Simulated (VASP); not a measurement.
Here is a VASP 6.6.1 calculation.

Contents of INCAR:

```
PREC = Accurate
ENCUT = 520
EDIFF = 1E-6
ISMEAR = -1
SIGMA = 0.02
LREAL = False
LASPH = True
NELM = 100
ALGO = Normal
ISIF = 2
LWAVE = False
LCHARG = False
GGA = PS
NBANDS = 33
```

File KPOINTS:

```
Automatic mesh
0
Gamma
  8 8 11
```

File POSCAR:

```
TaN
1.0
    5.1910000000      0.0000000000      0.0000000000
   -2.5955000000      4.4955378710      0.0000000000
    0.0000000000      0.0000000000      2.9080000000
Ta N
3 3
Direct
    0.6666666667      0.3333333333      0.5000000000
    0.3333333333      0.6666666667      0.5000000000
    0.0000000000      0.0000000000      0.0000000000
    0.0000000000      0.5000000000      0.0000000000
    0.5000000000      0.5000000000      0.0000000000
    0.5000000000      0.0000000000      0.0000000000
```

Potentials or basis: VASP PAW PBE potentials, release 64 (Ta_pv, N).

Launch:

```console
$ cat potpaw_PBE.64/Ta_pv/POTCAR potpaw_PBE.64/N/POTCAR > POTCAR
$ mpirun -np 1 vasp_std > vasp.out
```

Task: Estimate the band gap on the k mesh.

Result: Zero (band 24 reaches 8.90 eV, above the bottom of band 25 at 6.75 eV).

Task: What does it give for the pressure?

Result: 1.9 GPa.

Stress tensor (GPa, compression positive):
```
2.11 0.00 0.00
0.00 2.11 0.00
0.00 0.00 1.56
```

Caveat: the PAW data sets were made with another functional, which shifts forces and pressure a little; spin-orbit coupling is left out, which moves the levels of the heavy elements.
